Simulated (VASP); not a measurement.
Wanted: the native input for a VASP 6.6.1 run.

| Item | Value |
| --- | --- |
| Task | single point |
| Functional | PBE |
| Potentials or basis | VASP PAW PBE potentials, release 64 (Al) |
| Cutoff | 520 eV |
| k mesh | 12 × 12 × 12 |
| Occupations | fermi-dirac, width 0.1 eV |
| Spin | no spin polarisation |
| Dipole correction | no |
| Further INCAR settings | ALGO = Normal; EDIFF = 1e-06; NBANDS = 8 |

The structure of Al lies in POSCAR:

```
Al
1.0
    0.0000000000      2.0514502267      2.0514502267
    2.0514502267      0.0000000000      2.0514502267
    2.0514502267      2.0514502267      0.0000000000
Al
1
Direct
    0.0000000000      0.0000000000      0.0000000000
```

These files were run (other wordings do the same):

INCAR

```
SYSTEM = Al
PREC     = Accurate       ! precision mode
ENCUT    = 520            ! plane-wave cutoff, eV
EDIFF    = 1E-6           ! SCF threshold, eV
ISMEAR   = -1             ! smearing method
SIGMA    = 0.1            ! smearing width, eV
LREAL    = .False.        ! projectors in reciprocal space
LASPH    = .True.         ! aspherical terms in the spheres
NELM     = 60             ! most SCF steps
ALGO     = Normal         ! electronic algorithm
ISIF     = 2              ! what is computed and relaxed
LWAVE    = .False.        ! write WAVECAR
LCHARG   = .False.        ! write CHGCAR
GGA      = PE             ! functional
NBANDS   = 8              ! bands
```

KPOINTS

```
regular mesh
0
Gamma
  12 12 12
  0 0 0
```

Potentials or basis: VASP PAW PBE potentials, release 64 (Al).

Launch:

```bash
$ cat potpaw_PBE.64/Al/POTCAR > POTCAR
$ mpirun -np 1 vasp_std > vasp.out
```

Results of the run:

The pressure is -3.2 GPa.

Wall time 5.7 s on 1 thread of Intel(R) Xeon(R) Platinum 8375C CPU @ 2.90GHz (Ice Lake), on a shared host, peak memory 0.13 GiB.
